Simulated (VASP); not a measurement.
## MgS: single point with PBEsol

MgS:

```
Mg S
1.0
     4.11375    0.00000    0.00000
    -2.05688    3.56262    0.00000
     0.00000    0.00000    6.55845
Mg S
2 2
Direct
  0.66667 0.33333 0.49575
  0.33333 0.66667 0.99575
  0.33333 0.66667 0.37924
  0.66667 0.33333 0.87924
```

| Quantity | Value |
| --- | --- |
| Program | VASP 6.6.1 |
| Task | single point |
| Functional | PBEsol |
| Potentials or basis | VASP PAW PBE potentials, release 64 (Mg, S) |
| Cutoff | 520 eV |
| k mesh | 5 × 5 × 3 |
| Occupations | methfessel-paxton, width 0.01 eV |
| Spin | no spin polarisation |

```json
{
  "Pressure": "-3.3 GPa",
  "Largest force": "0.050 eV/Å",
  "Band gap on the k mesh": "2.99 eV, direct"
}
```

Forces in eV/Å, atoms in the order of the input:
```
Mg   0.000  0.000  0.050
Mg   0.000  0.000  0.050
S    0.000  0.000 -0.050
S    0.000  0.000 -0.050
```

Stress tensor (GPa, compression positive):
```
-3.30  0.00  0.00
 0.00 -3.30  0.00
 0.00  0.00 -3.42
```

Levels at points of the mesh, in eV from the valence-band top:
```
           k point  band 4  band 5  band 6  band 7  band 8  band 9  band 10  band 11  band 12  band 13
(0.00, 0.00, 0.00)   -0.55   -0.55   -0.15   -0.15    0.00    2.99     4.37     7.27     7.27     7.99
```

It took 11 s on 1 thread of AMD EPYC 9R45 96-Core Processor (Zen 5), on a shared host, peak memory 0.18 GiB.

Caveat: the PAW data sets were made with another functional, which shifts forces and pressure a little.
